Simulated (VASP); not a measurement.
A run of VASP 6.6.1 is set up as follows.

File INCAR:

```
ALGO = Normal
EDIFF = 1E-6
EDIFFG = -0.005
ENCUT = 600
GGA = PE
IBRION = 2
ISIF = 3
ISMEAR = -1
LASPH = True
LCHARG = False
LREAL = False
LWAVE = False
NELM = 80
NSW = 80
PREC = Accurate
SIGMA = 0.02
```

File KPOINTS:

```
k-points
0
Gamma
  8 8 8
```

Contents of POSCAR:

```
Al3As2N
1.0
   -1.7660004549      5.2980013647      2.4975017945
    1.7660004549     -5.2980013647      2.4975017945
    1.7660004549      5.2980013647     -2.4975017945
N Al As
1 3 2
Direct
    0.0000000000      0.0000000000      0.0000000000
    0.2500000000      0.7500000000      0.5000000000
    0.5833333333      0.7500000000      0.8333333333
    0.9166666667      0.7500000000      0.1666666667
    0.3333333333      0.0000000000      0.3333333333
    0.6666666667      0.0000000000      0.6666666667
```

Potentials or basis: VASP PAW PBE potentials, release 64 (N, Al, As).

Launch:

```bash
$ cat potpaw_PBE.64/N/POTCAR potpaw_PBE.64/Al/POTCAR potpaw_PBE.64/As/POTCAR > POTCAR
$ mpirun -np 1 vasp_std > vasp.out
```

(1) Estimate the relaxed volume.

(2) Estimate the relaxed cell.

Results:

(1) 18.23 Å³/atom.

(2) a = 6.499 Å, b = 6.499 Å, c = 6.499 Å, α = 146.69°, β = 58.85°, γ = 132.97°.

Caveat: the volume moved by over 15 % at a fixed basis, so the end points are rough.
